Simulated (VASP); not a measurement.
# Fe: single point with LDA

Fe:

```
Fe
1.0
    -1.39294    1.39294    1.39294
     1.39294   -1.39294    1.39294
     1.39294    1.39294   -1.39294
Fe
1
Direct
  0.00000 0.00000 0.00000
```

| Quantity | Value |
| --- | --- |
| Program | VASP 6.6.1 |
| Task | single point |
| Functional | LDA |
| Potentials or basis | VASP PAW LDA potentials, release 64 (Fe) |
| Cutoff | 520 eV |
| k mesh | 22 × 22 × 22 |
| Occupations | gaussian, width 0.05 eV |
| Spin | collinear spin, ferromagnetic start |
| Starting moments | [2.25] μB |
| Dipole correction | no |
| Further INCAR settings | ALGO = Normal; EDIFF = 1e-07; NBANDS = 14 |

| Quantity | Value |
| --- | --- |
| Pressure | -9.4 GPa |
| Net moment | 2.04 μB per cell |
| Site moments | Fe +2.01 μB |
| Valence electrons inside the program's atomic spheres | Fe 7.39 |

Levels at points of the mesh, in eV from the Fermi level:
Spin up:
```
           k point  band 3  band 4  band 5  band 6  band 7  band 8
(0.00, 0.00, 0.00)   -2.41   -2.41   -0.95   -0.95   25.31   25.31
(0.50, 0.00, 0.00)   -0.92   -0.73    0.37    0.54    7.78   18.63
(0.50, 0.50, 0.50)    0.24    0.24    0.24   10.11   10.11   10.11
```
Spin down:
| k point | band 1 | band 2 | band 3 | band 4 | band 5 | band 6 | band 7 | band 8 |
| --- | --- | --- | --- | --- | --- | --- | --- | --- |
| (0.00, 0.00, 0.00) | -8.48 | -0.74 | -0.74 | -0.74 | 1.22 | 1.22 | 25.48 | 25.48 |
| (0.50, 0.00, 0.00) | -4.07 | -2.09 | 0.75 | 1.14 | 1.49 | 2.47 | 9.05 | 18.94 |
| (0.50, 0.50, 0.50) | -3.62 | -3.62 | 2.14 | 2.14 | 2.14 | 10.57 | 10.57 | 10.57 |

Wall time 42 s on 1 thread of Intel(R) Xeon(R) 6975P-C (Granite Rapids), with other jobs on the host, peak memory 0.17 GiB.

Caveat: the cell stands under tension.
